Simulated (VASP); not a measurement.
# BN (P6_3/mmc) in VASP: relaxation of shape and atoms at fixed volume with r2SCAN

Aim: the relaxation of shape and atoms at fixed volume of BN with r2SCAN.

Program: VASP 6.6.1. These are calculated values, not measurements. Logs are shortened: lines on timing, memory, paths and dates and some standing lists are left out, and cuts for length are marked.

**1. The cell of the first run**

Symmetry: P6_3/mmc, No. 194, hexagonal system. Conventional cell: a = 2.526 Å, b = 2.526 Å, c = 7.141 Å, α = 90.00°, β = 90.00°, γ = 120.00°. B (site symmetry -6m2) has 3 N at 1.46 Å within 1.9 Å. Within 1.9 Å of N (site symmetry -6m2) lie 3 B at 1.46 Å.

**2. Relaxation of shape and atoms at fixed volume, r2SCAN (9.86 Å³/atom)**

POSCAR

```
BN
1.0
    2.5259835645      0.0000000000      0.0000000000
   -1.2629917823      2.1875659364      0.0000000000
    0.0000000000      0.0000000000      7.1407388729
B N
2 2
Direct
    0.3333333333      0.6666666667      0.2500000000
    0.6666666667      0.3333333333      0.7500000000
    0.3333333333      0.6666666667      0.7500000000
    0.6666666667      0.3333333333      0.2500000000
```

INCAR.step1

```
ALGO = Normal ; EDIFF = 1E-4
ENCUT = 600 ; GGA = PE
ISMEAR = 0 ; LASPH = T
LCHARG = F ; LREAL = F
LWAVE = T ; NELM = 100
PREC = Accurate ; SIGMA = 0.02
```

INCAR.step2

```
ALGO = Normal ; EDIFF = 1E-7
EDIFFG = -0.01 ; ENCUT = 600
IBRION = 2 ; ISIF = 4
ISMEAR = 0 ; ISTART = 1
LASPH = T ; LCHARG = F
LMIXTAU = T ; LREAL = F
LWAVE = F ; METAGGA = R2SCAN
NELM = 100 ; NSW = 50
PREC = Accurate ; SIGMA = 0.02
```

KPOINTS

```
k-points
0
Gamma
  12 12 4
```

Potentials or basis: VASP PAW PBE potentials, release 64 (B, N).

On the command line:

```sh
$ cat potpaw_PBE.64/B/POTCAR potpaw_PBE.64/N/POTCAR > POTCAR
$ cp INCAR.step1 INCAR
$ mpirun -np 1 vasp_std > vasp.out
$ cp INCAR.step2 INCAR
$ mpirun -np 1 vasp_std > vasp.out
```

OUTCAR:

```text
EDIFF = 1E-7
   EDIFFG = -0.01
   ENCUT = 600
   IBRION = 2
   ISIF = 4
   ISMEAR = 0
   ISTART = 1
   LASPH = T
   LREAL = F
   METAGGA = R2SCAN
   NELM = 100
   NSW = 50
   PREC = Accurate

 ion  position               nearest neighbor table
   1  0.333  0.667  0.250-   4 1.46   4 1.46   4 1.46
   2  0.667  0.333  0.750-   3 1.46   3 1.46   3 1.46
   3  0.333  0.667  0.750-   2 1.46   2 1.46   2 1.46
   4  0.667  0.333  0.250-   1 1.46   1 1.46   1 1.46

  LATTYP: Found a hexagonal cell.
 ALAT       =     2.5259835645
 C/A-ratio  =     2.8269142259

  Lattice vectors:

 A1 = (   2.5259835645,   0.0000000000,   0.0000000000)
 A2 = (  -1.2629917823,   2.1875659364,   0.0000000000)
 A3 = (   0.0000000000,   0.0000000000,   7.1407388729)

Analysis of symmetry for initial positions (statically):
=====================================================================
 Subroutine PRICEL returns:
 Original cell was already a primitive cell.

 Routine SETGRP: Setting up the symmetry group for a
 hexagonal supercell.

 Subroutine GETGRP returns: Found 24 space group operations
 (whereof 12 operations were pure point group operations)
 out of a pool of 24 trial point group operations.

The static configuration has the point symmetry D_3d.
 The point group associated with its full space group is D_6h.

Analysis of symmetry for dynamics (positions and initial velocities):
=====================================================================
 Subroutine PRICEL returns:
 Original cell was already a primitive cell.

 Routine SETGRP: Setting up the symmetry group for a
 hexagonal supercell.

 Subroutine GETGRP returns: Found 24 space group operations
 (whereof 12 operations were pure point group operations)
 out of a pool of 24 trial point group operations.

The dynamic configuration has the point symmetry D_3d.
 The point group associated with its full space group is D_6h.

 Subroutine INISYM returns: Found 24 space group operations
 (whereof 12 operations are pure point group operations),
 and found     1 'primitive' translations

----------------------------------------------------------------------------------------

                                     Primitive cell

  volume of cell :      39.4580

  direct lattice vectors                    reciprocal lattice vectors
     2.525983565  0.000000000  0.000000000     0.395885395  0.228564539  0.000000000
    -1.262991782  2.187565936  0.000000000     0.000000000  0.457129078  0.000000000
     0.000000000  0.000000000  7.140738873     0.000000000  0.000000000  0.140041530

  length of vectors
     2.525983565  2.525983565  7.140738873     0.457129078  0.457129078  0.140041530

  position of ions in fractional coordinates (direct lattice)
     0.333333333  0.666666667  0.250000000
     0.666666667  0.333333333  0.750000000
     0.333333333  0.666666667  0.750000000
     0.666666667  0.333333333  0.250000000

  ion indices of the primitive-cell ions
   primitive index   ion index
                 1           1
                 2           2
                 3           3
                 4           4

----------------------------------------------------------------------------------------

 KPOINTS: k-points

Automatic generation of k-mesh.
 Grid dimensions read from file:
 generate k-points for:   12   12    4

 Generating k-lattice:

  Cartesian coordinates                     Fractional coordinates (reciprocal lattice)
     0.032990450  0.019047045  0.000000000     0.083333333  0.000000000  0.000000000
     0.000000000  0.038094090  0.000000000     0.000000000  0.083333333  0.000000000
     0.000000000  0.000000000  0.035010383     0.000000000  0.000000000  0.250000000

[... 68 lines left out ...]
   NUPDOWN=      -1.0000    fix difference up-down
   EMIN   =  10.00;   EMAX   =-10.00  energy-range for DOS
   EFERMI =   0.00;   METHOD = LEGACY
   ISMEAR =     0;   SIGMA  =   0.02  broadening in eV -4-tet -1-fermi 0-gaus
   EFERMI_NEDOS =   21; number of points for ismear=-14 and -15
   IALGO  =     38    algorithm
   IMIX   =      4    mixing-type and parameters
     AMIX     =   0.40;   BMIX     =  1.00
     AMIX_MAG =   1.60;   BMIX_MAG =  1.00
  volume/ion in A,a.u.               =       9.86        66.57
  Fermi-wavevector in a.u.,A,eV,Ry     =   1.211723  2.289824 19.977050  1.468272
  Thomas-Fermi vector in A             =   2.347229
   LORBIT       =      0    0 simple, 1 ext, 2 COOP (PROOUT), +10 PAW based schemes
   METAGGA = R2SCAN    functional components
   LHFCALC =     F    Hartree Fock is set to
   AEXX    =    0.0000 exact exchange contribution
   IVDW    =     0    specifies the selected vdW correction
   LEPSILON=     F    determine dielectric tensor
   LRPA    =     F    only Hartree local field effects (RPA)
 conjugate gradient relaxation of ions
 non-spin polarized calculation
 Gauss-broadening in eV      SIGMA  =   0.02
  energy-cutoff  :      600.00
  volume of cell :       39.46
 maximum number of plane-waves:      1341
   NGX = 11   NGY = 11   NGZ = 29

--------------------------------------- Ionic step        1  -------------------------------------------

 number of electron      16.0000000 magnetization

 Free energy of the ion-electron system (eV)
  ---------------------------------------------------
  ext. energy  EPLUGINS =         0.00000000
  ---------------------------------------------------
  free energy    TOTEN  =       -38.57669796 eV

  energy without entropy =      -38.57669796  energy(sigma->0) =      -38.57669796

------------------------ aborting loop because EDIFF is reached ----------------------------------------

  FORCE on cell =-STRESS in cart. coord.  units (eV):
  Direction    XX          YY          ZZ          XY          YZ          ZX
  --------------------------------------------------------------------------------------
  -------------------------------------------------------------------------------------
  Total       -2.2808135     -2.2808135     -0.1752011      0.0000000     -0.0000000      0.0000000
  in kB      -92.6116306    -92.6116306     -7.1139771      0.0000000     -0.0000000      0.0000000
  external PRESSURE =     -64.1124128 kB  Pullay stress =       0.0000000 kB

 VOLUME and BASIS-vectors are now :
 -----------------------------------------------------------------------------
  energy-cutoff  :      600.00
  volume of cell :       39.46
      direct lattice vectors                 reciprocal lattice vectors
     2.525983565  0.000000000  0.000000000     0.395885395  0.228564539  0.000000000
    -1.262991782  2.187565936  0.000000000     0.000000000  0.457129078  0.000000000
     0.000000000  0.000000000  7.140738873     0.000000000  0.000000000  0.140041530

 POSITION                                       TOTAL-FORCE (eV/Angst)
 -----------------------------------------------------------------------------------
     -0.00000      1.45838      1.78518         0.000000     -0.000000      0.000000
      1.26299      0.72919      5.35555        -0.000000     -0.000000      0.000000
     -0.00000      1.45838      5.35555        -0.000000      0.000000      0.000000
      1.26299      0.72919      1.78518        -0.000000     -0.000000      0.000000
 -----------------------------------------------------------------------------------
    total drift:                                0.000000     -0.000000      0.000000

  FREE ENERGIE OF THE ION-ELECTRON SYSTEM (eV)
  ---------------------------------------------------
  free  energy   TOTEN  =       -38.5766979640 eV

  energy  without entropy=      -38.5766979640  energy(sigma->0) =      -38.57669796

--------------------------------------- Ionic step        2  -------------------------------------------

 number of electron      15.9999998 magnetization

 Free energy of the ion-electron system (eV)
  ---------------------------------------------------
  ext. energy  EPLUGINS =         0.00000000
  ---------------------------------------------------
  free energy    TOTEN  =       -38.59471842 eV

  energy without entropy =      -38.59471842  energy(sigma->0) =      -38.59471842

 E-fermi :   1.4564     XC(G=0): -10.1291

 val. band max:        1.3202549259   @ k =   0.3333   0.3333   0.5000
 cond. band min:       6.3193460485   @ k =   0.5000   0.0000   0.0000
 fundamental gap:      4.9990911226
 Fermi energy:         1.4564004665

 k-point     1 :       0.0000    0.0000    0.0000
  band No.  band energies     occupation
      1     -17.4038      2.00000
      2     -17.2625      2.00000
      3      -4.7131      2.00000
      4      -3.3195      2.00000
      5      -0.0382      2.00000
      6      -0.0382      2.00000
      7      -0.0231      2.00000
      8      -0.0231      2.00000
      9       6.4089      0.00000
     10      11.1528      0.00000
     11      13.6382      0.00000
     12      13.6382      0.00000
[... 331 lines left out ...]
 k-point    24 :       0.3333    0.0000    0.2500
  band No.  band energies     occupation
      1     -15.3542      2.00000
      2     -15.2841      2.00000
      3      -5.8456      2.00000
      4      -5.8219      2.00000
      5      -2.3788      2.00000
      6      -2.3600      2.00000
      7      -1.6908      2.00000
      8      -0.9096      2.00000
      9       8.8861      0.00000
     10       9.2165      0.00000
     11      10.4971      0.00000
     12      12.2099      0.00000

 [... further k-points ...]
[... 5 lines left out ...]
  --------------------------------------------------------------------------------------
  -------------------------------------------------------------------------------------
  Total       -0.2304710     -0.2304710     -0.2160763      0.0000000      0.0000000      0.0000000
  in kB       -9.3581956     -9.3581956     -8.7737032      0.0000000      0.0000000      0.0000000
  external PRESSURE =      -9.1633648 kB  Pullay stress =       0.0000000 kB

 VOLUME and BASIS-vectors are now :
 -----------------------------------------------------------------------------
  energy-cutoff  :      600.00
  volume of cell :       39.46
      direct lattice vectors                 reciprocal lattice vectors
     2.504779528  0.000000000  0.000000000     0.399236735  0.230499436  0.000000000
    -1.252389764  2.169202702  0.000000000    -0.000000000  0.460998873  0.000000000
     0.000000000 -0.000000000  7.262149460     0.000000000 -0.000000000  0.137700278

 POSITION                                       TOTAL-FORCE (eV/Angst)
 -----------------------------------------------------------------------------------
     -0.00000      1.44614      1.81554        -0.000000      0.000000      0.000000
      1.25239      0.72307      5.44661        -0.000000      0.000000      0.000000
     -0.00000      1.44614      5.44661         0.000000      0.000000      0.000000
      1.25239      0.72307      1.81554        -0.000000     -0.000000      0.000000
 -----------------------------------------------------------------------------------
    total drift:                                0.000000     -0.000000      0.000000

  FREE ENERGIE OF THE ION-ELECTRON SYSTEM (eV)
  ---------------------------------------------------
  free  energy   TOTEN  =       -38.5947184183 eV

  energy  without entropy=      -38.5947184183  energy(sigma->0) =      -38.59471842

 reached required accuracy - stopping structural energy minimisation
```

Wall time 2.7 min (1 thread of Intel Xeon Platinum 8375C at 2.90GHz (Ice Lake), shared host); peak memory 0.18 GiB.

What came out:

| Item | Value |
| --- | --- |
| Free energy | -38.5947 eV |
| Energy gained by relaxing | 4.5 meV/atom |
| Ionic steps | 2 |
| Pressure after relaxing | -0.9 GPa |
| Band gap on the k mesh | 5.00 eV (least direct gap 5.37 eV) |

The path:
```csv
step,energy change (eV),largest force (eV/Å),pressure (GPa),volume (Å³)
1,0.0000,0.0000,-6.41,39.46
2,-0.0180,0.0000,-0.92,39.46
```

Final structure:
```
B N
1.0
     2.50478    0.00000    0.00000
    -1.25239    2.16920    0.00000
     0.00000    0.00000    7.26215
B N
2 2
Direct
  0.33333 0.66667 0.25000
  0.66667 0.33333 0.75000
  0.33333 0.66667 0.75000
  0.66667 0.33333 0.25000
```

Levels at points of the mesh, in eV from the valence-band top:
| k point | band 5 | band 6 | band 7 | band 8 | band 9 | band 10 | band 11 | band 12 |
| --- | --- | --- | --- | --- | --- | --- | --- | --- |
| (0.00, 0.00, 0.00) | -1.36 | -1.36 | -1.34 | -1.34 | 5.09 | 9.83 | 12.32 | 12.32 |
| (0.50, 0.00, 0.00) | -4.28 | -4.25 | -1.22 | -0.61 | 5.00 | 5.99 | 10.14 | 10.70 |
| (0.00, 0.00, 0.50) | -1.35 | -1.35 | -1.35 | -1.35 | 7.08 | 7.08 | 12.35 | 12.35 |
| (0.50, 0.00, 0.50) | -4.27 | -4.27 | -0.91 | -0.91 | 5.37 | 5.37 | 10.55 | 10.55 |

Caveat: the PAW data sets were made with another functional, which shifts forces and pressure a little. A k mesh can miss the band edges.
